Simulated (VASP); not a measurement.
# CoSbH4 (Cmmm) in VASP: notebook

CoSbH4 is run at these levels: PBE; tasks: relaxation of cell and atoms, single point.

All numbers are computed with VASP 6.6.1; they aren't measurements. Logs are shortened: lines on timing, memory, paths and dates and some standing lists are left out, and cuts for length are marked.

## 1. The cell of the first run

Symmetry: Cmmm, No. 65, orthorhombic system. Conventional cell: a = 4.967 Å, b = 4.981 Å, c = 8.849 Å, α = 90.00°, β = 90.00°, γ = 90.00°. Co (site symmetry mmm) has 4 Sb at 2.48 to 2.49 Å within 3.3 Å. Within 3.3 Å of Sb (site symmetry mmm) lie 4 Co at 2.48 to 2.49 Å. Within 1.0 Å of H (site symmetry m) lie 1 H at 0.75 Å.

The cell was generated, and may not be a known phase.

## 2. Relaxation of cell and atoms, PBE

Contents of INCAR:

```
SYSTEM = CoSbH4
PREC     = Accurate       ! precision mode
ENCUT    = 600            ! plane-wave cutoff, eV
EDIFF    = 1E-6           ! SCF threshold, eV
ISMEAR   = 0              ! smearing method
SIGMA    = 0.1            ! smearing width, eV
LREAL    = .False.        ! projectors in reciprocal space
LASPH    = .True.         ! aspherical terms in the spheres
NELM     = 80             ! most SCF steps
ALGO     = Normal         ! electronic algorithm
ISIF     = 3              ! what is computed and relaxed
LWAVE    = .False.        ! write WAVECAR
LCHARG   = .False.        ! write CHGCAR
GGA      = PE             ! functional
IBRION   = 2              ! ionic algorithm
NSW      = 100            ! ionic steps
EDIFFG   = -0.01          ! ionic threshold
```

Contents of KPOINTS:

```
Automatic mesh
0
Gamma
  10 10 4
  0 0 0
```

Contents of POSCAR:

```
CoSbH4
1.0
    2.4906081821     -2.4836171041      0.0000000000
    2.4906081821      2.4836171041      0.0000000000
    0.0000000000      0.0000000000      8.8491943565
Co Sb H
1 1 4
Direct
    0.0000000000      0.0000000000      0.0000000000
    0.5000000000      0.5000000000      0.0000000000
    0.3248533725      0.8248537760      0.5000000000
    0.6751466275      0.1751462240      0.5000000000
    0.1751462240      0.6751466275      0.5000000000
    0.8248537760      0.3248533725      0.5000000000
```

Potentials or basis: VASP PAW PBE potentials, release 64 (Co, Sb, H).

Launch:

```sh
> cat potpaw_PBE.64/Co/POTCAR potpaw_PBE.64/Sb/POTCAR potpaw_PBE.64/H/POTCAR > POTCAR
> mpirun -np 1 vasp_std > vasp.out
```

OUTCAR:

```text
SYSTEM = CoSbH4
   PREC = Accurate
   ENCUT = 600
   EDIFF = 1E-6
   ISMEAR = 0
   LREAL = .False.
   LASPH = .True.
   NELM = 80
   ISIF = 3
   GGA = PE
   IBRION = 2
   NSW = 100
   EDIFFG = -0.01

 ion  position               nearest neighbor table
   1  0.000  0.000  0.000-   2 2.48   2 2.48   2 2.49   2 2.49
   2  0.500  0.500  0.000-   1 2.48   1 2.48   1 2.49   1 2.49
   3  0.325  0.825  0.500-   5 0.75
   4  0.675  0.175  0.500-   6 0.75
   5  0.175  0.675  0.500-   3 0.75
   6  0.825  0.325  0.500-   4 0.75

  LATTYP: Found a base centered orthorhombic cell.
 ALAT       =     4.9672342082
 B/A-ratio  =     1.0028148775
 C/A-ratio  =     1.7815134108

  Lattice vectors:

 A1 = (  -2.4906081821,  -2.4836171041,   0.0000000000)
 A2 = (   2.4906081821,  -2.4836171041,   0.0000000000)
 A3 = (   0.0000000000,   0.0000000000,   8.8491943565)

Analysis of symmetry for initial positions (statically):
=====================================================================
 Subroutine PRICEL returns:
 Original cell was already a primitive cell.

 Routine SETGRP: Setting up the symmetry group for a
 base centered orthorhombic supercell.

 Subroutine GETGRP returns: Found  8 space group operations
 (whereof  8 operations were pure point group operations)
 out of a pool of  8 trial point group operations.

The static configuration has the point symmetry D_2h.

Analysis of symmetry for dynamics (positions and initial velocities):
=====================================================================
 Subroutine PRICEL returns:
 Original cell was already a primitive cell.

 Routine SETGRP: Setting up the symmetry group for a
 base centered orthorhombic supercell.

 Subroutine GETGRP returns: Found  8 space group operations
 (whereof  8 operations were pure point group operations)
 out of a pool of  8 trial point group operations.

The dynamic configuration has the point symmetry D_2h.

 Subroutine INISYM returns: Found  8 space group operations
 (whereof  8 operations are pure point group operations),
 and found     1 'primitive' translations

----------------------------------------------------------------------------------------

                                     Primitive cell

  volume of cell :     109.4772

  direct lattice vectors                    reciprocal lattice vectors
     2.490608182 -2.483617104  0.000000000     0.200754179 -0.201319277  0.000000000
     2.490608182  2.483617104  0.000000000     0.200754179  0.201319277  0.000000000
     0.000000000  0.000000000  8.849194356     0.000000000  0.000000000  0.113004637

  length of vectors
     3.517311905  3.517311905  8.849194356     0.284309148  0.284309148  0.113004637

  position of ions in fractional coordinates (direct lattice)
     0.000000000  0.000000000  0.000000000
     0.500000000  0.500000000  0.000000000
     0.324853373  0.824853776  0.500000000
     0.675146627  0.175146224  0.500000000
     0.175146224  0.675146627  0.500000000
     0.824853776  0.324853373  0.500000000

  ion indices of the primitive-cell ions
   primitive index   ion index
                 1           1
                 2           2
                 3           3
                 4           4
                 5           5
                 6           6

----------------------------------------------------------------------------------------

 KPOINTS: Automatic mesh

Automatic generation of k-mesh.
 Grid dimensions read from file:
 generate k-points for:   10   10    4

 Generating k-lattice:

  Cartesian coordinates                     Fractional coordinates (reciprocal lattice)
     0.020075418 -0.020131928  0.000000000     0.100000000  0.000000000  0.000000000
     0.020075418  0.020131928  0.000000000     0.000000000  0.100000000  0.000000000
     0.000000000  0.000000000  0.028251159     0.000000000  0.000000000  0.250000000

  Length of vectors
     0.028430915  0.028430915  0.028251159

  Shift w.r.t. Gamma in fractional coordinates (k-lattice)
     0.000000000  0.000000000  0.000000000

 Subroutine IBZKPT returns following result:
 ===========================================

 Found     93 irreducible k-points:

 Following reciprocal coordinates:
            Coordinates               Weight
  0.000000  0.000000  0.000000      1.000000
  0.100000  0.000000  0.000000      4.000000
  0.200000  0.000000  0.000000      4.000000
  0.300000 -0.000000  0.000000      4.000000
  0.400000  0.000000  0.000000      4.000000
  0.500000  0.000000  0.000000      2.000000
[... 16 lines left out ...]
  0.300000  0.300000  0.000000      2.000000
  0.400000  0.300000  0.000000      4.000000
 [... further k-points ...]
   k-points           NKPTS =     93   k-points in BZ     NKDIM =     93   number of bands    NBANDS=     13
   number of dos      NEDOS =    301   number of ions     NIONS =      6
   total plane-waves  NPLWV =  56448
   dimension x,y,z NGX =    28 NGY =   28 NGZ =   72
   dimension x,y,z NGXF=    56 NGYF=   56 NGZF=  144
   ions per type =               1   1   4
   NGX,Y,Z   is equivalent  to a cutoff of  13.23, 13.23, 13.53 a.u.
   NGXF,Y,Z  is equivalent  to a cutoff of  26.47, 26.47, 27.05 a.u.
 SYSTEM =  CoSbH4
   PREC   = accura    normal or accurate (medium, high low for compatibility)
   ISTART =      0    job   : 0-new  1-cont  2-samecut
   ICHARG =      2    charge: 1-file 2-atom 10-const
   ISPIN  =      1    spin polarized calculation?
   LNONCOLLINEAR =      F non collinear calculations
   LSORBIT =      F    spin-orbit coupling
   LASPH  =      T    aspherical Exc in radial PAW
   ENCUT  =  600.0 eV  44.10 Ry    6.64 a.u.   7.02  7.02 17.67*2*pi/ulx,y,z
   NELM   =     80;   NELMIN=  2; NELMDL= -5     # of ELM steps
   EDIFF  = 0.1E-05   stopping-criterion for ELM
   LREAL  =      F    real-space projection
   EDIFFG = -.1E-01   stopping-criterion for IOM
   NSW    =    100    number of steps for IOM
   IBRION =      2    ionic relax: 0-MD 1-quasi-New 2-CG
   NFREE  =      1    steps in history (QN), initial steepest desc. (CG)
   ISIF   =      3    stress and relaxation
   ISYM   =      2    0-nonsym 1-usesym 2-fastsym
   POTIM  = 0.5000    time-step for ionic-motion
   TEBEG  =    0.0;   TEEND  =   0.0 temperature during run
   PSTRESS=    0.0 pullay stress
   NELECT =      18.0000    total number of electrons
   NUPDOWN=      -1.0000    fix difference up-down
   EMIN   =  10.00;   EMAX   =-10.00  energy-range for DOS
   EFERMI =   0.00;   METHOD = LEGACY
   ISMEAR =     0;   SIGMA  =   0.10  broadening in eV -4-tet -1-fermi 0-gaus
   EFERMI_NEDOS =   21; number of points for ismear=-14 and -15
   IALGO  =     38    algorithm
   IMIX   =      4    mixing-type and parameters
     AMIX     =   0.40;   BMIX     =  1.00
     AMIX_MAG =   1.60;   BMIX_MAG =  1.00
  volume/ion in A,a.u.               =      18.25       123.13
  Fermi-wavevector in a.u.,A,eV,Ry     =   0.896859  1.694819 10.943941  0.804357
  Thomas-Fermi vector in A             =   2.019371
   LORBIT       =      0    0 simple, 1 ext, 2 COOP (PROOUT), +10 PAW based schemes
   GGA     = PE    functional components
   LHFCALC =     F    Hartree Fock is set to
   AEXX    =    0.0000 exact exchange contribution
   IVDW    =     0    specifies the selected vdW correction
   LEPSILON=     F    determine dielectric tensor
   LRPA    =     F    only Hartree local field effects (RPA)
 conjugate gradient relaxation of ions
 non-spin polarized calculation
 Gauss-broadening in eV      SIGMA  =   0.10
  energy-cutoff  :      600.00
  volume of cell :      109.48
 maximum number of plane-waves:      3679
   NGX = 15   NGY = 15   NGZ = 35

--------------------------------------- Ionic step        1  -------------------------------------------

 number of electron      17.9999994 magnetization

 Free energy of the ion-electron system (eV)
  ---------------------------------------------------
  ext. energy  EPLUGINS =         0.00000000
  ---------------------------------------------------
  free energy    TOTEN  =       -22.84909748 eV

  energy without entropy =      -22.83624871  energy(sigma->0) =      -22.84267310

------------------------ aborting loop because EDIFF is reached ----------------------------------------

  FORCE on cell =-STRESS in cart. coord.  units (eV):
  Direction    XX          YY          ZZ          XY          YZ          ZX
  --------------------------------------------------------------------------------------
  -------------------------------------------------------------------------------------
  Total       -0.1157342     -0.1090800     -0.0145247      0.0000000      0.0000000      0.0000000
  in kB       -1.6937464     -1.5963640     -0.2125667      0.0000000      0.0000000      0.0000000
  external PRESSURE =      -1.1675590 kB  Pullay stress =       0.0000000 kB
[... 105 lines left out ...]
  energy  without entropy=      -22.8363350149  energy(sigma->0) =      -22.84275051

--------------------------------------- Ionic step        4  -------------------------------------------

 number of electron      17.9999993 magnetization

 Free energy of the ion-electron system (eV)
  ---------------------------------------------------
  ext. energy  EPLUGINS =         0.00000000
  ---------------------------------------------------
  free energy    TOTEN  =       -22.84922941 eV

  energy without entropy =      -22.83643119  energy(sigma->0) =      -22.84283030

 E-fermi :   0.4976     XC(G=0):  -6.8334

 val. band max:        0.4926416176   @ k =  -0.2000   0.1000   0.0000
 cond. band min:       0.5030830981   @ k =   0.2000   0.1000   0.2500
 fundamental gap:      0.0104414804
 Fermi energy:         0.4975850095

 k-point     1 :       0.0000    0.0000    0.0000
  band No.  band energies     occupation
      1     -10.4562      2.00000
      2      -7.3829      2.00000
      3      -3.0191      2.00000
      4      -1.9014      2.00000
      5      -1.3216      2.00000
      6      -0.6291      2.00000
      7       0.0692      2.00000
      8       0.0780      2.00000
      9       0.1022      2.00000
     10       1.6076      0.00000
     11       1.6300      0.00000
     12       5.2201      0.00000
     13       5.3499      0.00000
[... 353 lines left out ...]
 k-point    24 :       0.4000    0.3000    0.0000
  band No.  band energies     occupation
      1      -8.3344      2.00000
      2      -5.3395      2.00000
      3      -5.1348      2.00000
      4      -3.6323      2.00000
      5      -2.5147      2.00000
      6      -0.9991      2.00000
      7      -0.2220      2.00000
      8       0.0655      2.00000
      9       0.3485      1.96499
     10       1.4895      0.00000
     11       1.5420      0.00000
     12       4.1646      0.00000
     13       4.9649      0.00000

 [... further k-points ...]

------------------------ aborting loop because EDIFF is reached ----------------------------------------

  FORCE on cell =-STRESS in cart. coord.  units (eV):
  Direction    XX          YY          ZZ          XY          YZ          ZX
  --------------------------------------------------------------------------------------
  -------------------------------------------------------------------------------------
  Total       -0.0031806      0.0013964     -0.0254828     -0.0000000      0.0000000      0.0000000
  in kB       -0.0466688      0.0204887     -0.3739068     -0.0000000      0.0000000      0.0000000
  external PRESSURE =      -0.1333623 kB  Pullay stress =       0.0000000 kB
[... 21 lines left out ...]
  FREE ENERGIE OF THE ION-ELECTRON SYSTEM (eV)
  ---------------------------------------------------
  free  energy   TOTEN  =       -22.8492294106 eV

  energy  without entropy=      -22.8364311939  energy(sigma->0) =      -22.84283030

 reached required accuracy - stopping structural energy minimisation
```

Wall time 3.1 min (1 thread of Intel Xeon Platinum 8488C (Sapphire Rapids), shared host); peak memory 0.39 GiB.

Results:

| Quantity | Value |
| --- | --- |
| Free energy | -22.8492 eV |
| Relaxed volume | 18.20 Å³/atom |
| Relaxed cell | a = 3.513 Å, b = 3.513 Å, c = 8.847 Å, α = 90.00°, β = 90.00°, γ = 89.82° |
| Space group after relaxing (to 0.1 Å) | Cmmm (No. 65) |
| Energy gained by relaxing | 0.0 meV/atom |
| Ionic steps | 4 |
| Pressure after relaxing | 0.0 GPa |
| Band gap on the k mesh | zero (bands 9 and 10 overlap by 0.39 eV) |

The path:
| step | energy change (eV) | largest force (eV/Å) | pressure (GPa) | volume (Å³) |
| --- | --- | --- | --- | --- |
| 1 | 0.0000 | 0.0188 | -0.12 | 109.48 |
| 2 | 0.0000 | 0.0677 | 0.00 | 109.27 |
| 3 | -0.0001 | 0.0229 | -0.05 | 109.38 |
| 4 | -0.0001 | 0.0011 | -0.01 | 109.19 |

Final structure:
```
Co Sb H
1.0
     2.48808   -2.48019    0.00000
     2.48808    2.48019    0.00000
     0.00000    0.00000    8.84737
Co Sb H
1 1 4
Direct
  0.00000 0.00000 0.00000
  0.50000 0.50000 0.00000
  0.32487 0.82488 0.50000
  0.67513 0.17512 0.50000
  0.17512 0.67513 0.50000
  0.82488 0.32487 0.50000
```

Levels at points of the mesh, in eV from the Fermi level:
```
           k point  band 7  band 8  band 9  band 10  band 11  band 12
(0.00, 0.00, 0.00)   -0.43   -0.42   -0.40     1.11     1.13     4.72
(0.50, 0.00, 0.00)   -0.63   -0.41   -0.19     1.48     2.86     5.36
(0.50, 0.50, 0.00)   -0.83   -0.57   -0.19     0.45     0.78     1.29
(0.00, 0.00, 0.50)   -0.43   -0.42   -0.42     1.11     1.13     3.62
(0.50, 0.00, 0.50)   -0.63   -0.41   -0.19     1.51     2.96     5.36
(0.50, 0.50, 0.50)   -0.83   -0.57   -0.19     0.45     0.78     1.29
```

Caveat: spin-orbit coupling is left out, which moves the levels of the heavy elements; the run has no spin polarisation, though such a crystal can be magnetic.

## 3. Single point, PBE, collinear spin, ferromagnetic start

This run uses another cell than the first one, of 14.19 Å³/atom.

Contents of INCAR:

```
SYSTEM = CoSbH4
ALGO = Normal
EDIFF = 1E-6
ENCUT = 520
GGA = PE
ISIF = 2
ISMEAR = 0
ISPIN = 2
LASPH = .TRUE.
LCHARG = .FALSE.
LMAXMIX = 4
LORBIT = 11
LREAL = .FALSE.
LWAVE = .FALSE.
MAGMOM = 0.47 0.28 0 0 0 0
NBANDS = 22
NELM = 150
PREC = Accurate
SIGMA = 0.1
```

Contents of KPOINTS:

```
k-points
0
G
  8 8 6
  0 0 0
```

Contents of POSCAR:

```
CoSbH4
1.0
    2.6303762957     -2.6830382606      0.0000000000
    2.6303762957      2.6830382606      0.0000000000
    0.0000000000      0.0000000000      6.0337893808
Co Sb H
1 1 4
Direct
    0.5000000000      0.5000000000      0.5000000000
    0.0000000000      0.0000000000      0.5000000000
    0.5831081499      0.5831081499      0.7559306821
    0.4168918501      0.4168918501      0.7559306821
    0.4168918501      0.4168918501      0.2440693179
    0.5831081499      0.5831081499      0.2440693179
```

Potentials or basis: VASP PAW PBE potentials, release 64 (Co, Sb, H).

Launch:

```sh
> cat potpaw_PBE.64/Co/POTCAR potpaw_PBE.64/Sb/POTCAR potpaw_PBE.64/H/POTCAR > POTCAR
> mpirun -np 1 vasp_std > vasp.out
```

Wall time 2.7 min (1 thread of Intel Xeon Platinum 8488C (Sapphire Rapids), shared host); peak memory 0.39 GiB.

Results (log left out):

- Free energy: -23.0278 eV
- Pressure: -0.1 GPa
- Largest force: 0.018 eV/Å
- Net moment: 1.25 μB per cell
- Site moments: Co +0.48; Sb +0.29; H +0.01 μB
- Valence electrons inside the program's atomic spheres: Co 8.50; Sb 2.40; H 0.59

Forces in eV/Å, atoms in the order of the input:
```
Co   0.000  0.000  0.000
Sb   0.000  0.000  0.000
H    0.001  0.000  0.018
H   -0.001  0.000  0.018
H   -0.001  0.000 -0.018
H    0.001  0.000 -0.018
```

Stress tensor (GPa, compression positive):
```
-0.28  0.00  0.00
 0.00 -0.22  0.00
 0.00  0.00  0.11
```

Levels at points of the mesh, in eV from the Fermi level:
Spin up:
| k point | band 6 | band 7 | band 8 | band 9 | band 10 | band 11 | band 12 | band 13 | band 14 | band 15 |
| --- | --- | --- | --- | --- | --- | --- | --- | --- | --- | --- |
| (0.00, 0.00, 0.00) | -1.92 | -1.70 | -0.83 | -0.52 | -0.36 | 0.12 | 2.07 | 5.87 | 6.37 | 6.42 |
| (0.50, 0.00, 0.00) | -2.80 | -2.15 | -1.31 | -0.16 | 1.06 | 2.23 | 3.39 | 4.51 | 5.33 | 5.71 |
| (0.50, 0.50, 0.00) | -3.11 | -2.22 | -1.46 | -1.17 | -0.70 | -0.46 | 3.61 | 3.82 | 4.27 | 5.17 |
| (0.00, 0.00, 0.50) | -1.93 | -1.70 | -0.78 | -0.71 | -0.01 | 0.15 | 3.80 | 4.71 | 5.17 | 6.56 |
| (0.50, 0.00, 0.50) | -2.80 | -2.16 | -1.30 | -0.43 | 1.70 | 3.30 | 3.42 | 5.26 | 5.39 | 5.96 |
| (0.50, 0.50, 0.50) | -3.17 | -2.25 | -1.41 | -1.17 | -0.70 | -0.68 | 2.68 | 4.00 | 5.14 | 5.91 |
Spin down:
| k point | band 4 | band 5 | band 6 | band 7 | band 8 | band 9 | band 10 | band 11 | band 12 | band 13 |
| --- | --- | --- | --- | --- | --- | --- | --- | --- | --- | --- |
| (0.00, 0.00, 0.00) | -2.22 | -1.79 | -1.41 | -1.21 | -0.66 | -0.02 | 0.36 | 0.43 | 2.46 | 6.15 |
| (0.50, 0.00, 0.00) | -4.37 | -3.14 | -2.40 | -1.62 | -0.99 | 0.77 | 1.31 | 2.35 | 3.84 | 4.67 |
| (0.50, 0.50, 0.00) | -3.95 | -3.49 | -2.65 | -1.75 | -1.13 | -0.85 | -0.11 | 0.68 | 3.90 | 3.97 |
| (0.00, 0.00, 0.50) | -2.24 | -1.78 | -1.42 | -1.21 | -0.60 | 0.23 | 0.38 | 0.40 | 3.85 | 5.28 |
| (0.50, 0.00, 0.50) | -4.35 | -3.28 | -2.40 | -1.64 | -0.98 | 0.43 | 2.02 | 3.37 | 3.88 | 5.36 |
| (0.50, 0.50, 0.50) | -3.90 | -3.46 | -2.72 | -1.78 | -1.09 | -0.85 | -0.09 | 0.43 | 2.96 | 4.24 |

Caveat: spin-orbit coupling is left out, which moves the levels of the heavy elements; a cell with one magnetic atom can't hold antiferromagnetic order, which such compounds often take.
